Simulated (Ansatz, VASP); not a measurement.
**MnAs in VASP and in Ansatz**

File INCAR:

```
PREC = Accurate
ENCUT = 520
EDIFF = 1E-6
ISMEAR = -1
SIGMA = 0.05
LREAL = F
LASPH = T
NELM = 150
ALGO = Normal
ISIF = 2
LWAVE = F
LCHARG = F
ISPIN = 2
MAGMOM = 0 0 4 4
LORBIT = 11
LMAXMIX = 4
GGA = PE
NBANDS = 30
```

Contents of KPOINTS:

```
regular mesh
0
Gamma
  8 8 5
```

File POSCAR:

```
MnAs
1.0
    3.7827635712      0.0000000000      0.0000000000
   -1.8913817856      3.2759693491      0.0000000000
    0.0000000000      0.0000000000      5.8026165724
As Mn
2 2
Direct
    0.6666666667      0.3333333333      0.7500000000
    0.3333333333      0.6666666667      0.2500000000
    0.0000000000      0.0000000000      0.5000000000
    0.0000000000      0.0000000000      0.0000000000
```

File input.yaml:

```yaml
crystal:
  lattice:
    - [3.7827635712, 0.0, 0.0]
    - [-1.8913817856, 3.2759693491, 0.0]
    - [0.0, 0.0, 5.8026165724]
  atoms:
    - { symbol: As, position: [0.6666666667, 0.3333333333, 0.75] }
    - { symbol: As, position: [0.3333333333, 0.6666666667, 0.25] }
    - { symbol: Mn, position: [0.0, 0.0, 0.5], spin: 4.0 }
    - { symbol: Mn, position: [0.0, 0.0, 0.0], spin: 4.0 }
hamiltonian:
  xc: pbe
  pseudopotentials: { kind: paw }
magnetization:
  spin_polarized: true
kpoints:
  mp_grid: { grid: [8, 8, 5] }
scf:
  occupations: { method: fermi_dirac, width: 0.05 }
output:
  forces: true
  stress: true
  eigenvalues: true
```

Alike in both runs: task single point; functional PBE; k mesh 8 × 8 × 5; occupations fermi-dirac, width 0.05 eV; collinear spin.

|  | VASP | Ansatz |
| --- | --- | --- |
| version | VASP 6.6.1 | Ansatz 0.2.0 |
| potentials or method | VASP PAW PBE potentials, release 64 (As, Mn_pv) | Ansatz PAW |
| plane-wave cutoff (eV) | 520 | 420 |
| valence electrons in the cell | 36 | 60 |

VASP gave:

| Item | Value |
| --- | --- |
| gap on the k mesh at the Fermi level (eV) | none |
| pressure (GPa) | -6.1 |
| traceless stress, the component that is largest in VASP (GPa) | -1.50 |
| net moment per atom (μB) | 1.68 |
| size of the moment on the site where the two differ most (μB) | 3.42 |

**Question.** Estimate Ansatz's values.

**Answer.** gap on the k mesh at the Fermi level (eV): none; pressure (GPa): -6.2; traceless stress, the component that is largest in VASP (GPa): -1.49; net moment per atom (μB): 1.68; size of the moment on the site where the two differ most (μB): 3.39.

Site moments also hang on the region over which each program counts them. A gap of «none» marks a metal or a gap that the smearing closes. VASP's potentials hold 36 valence electrons a cell and Ansatz's 60, so a difference there can come from the potentials and not from the codes.
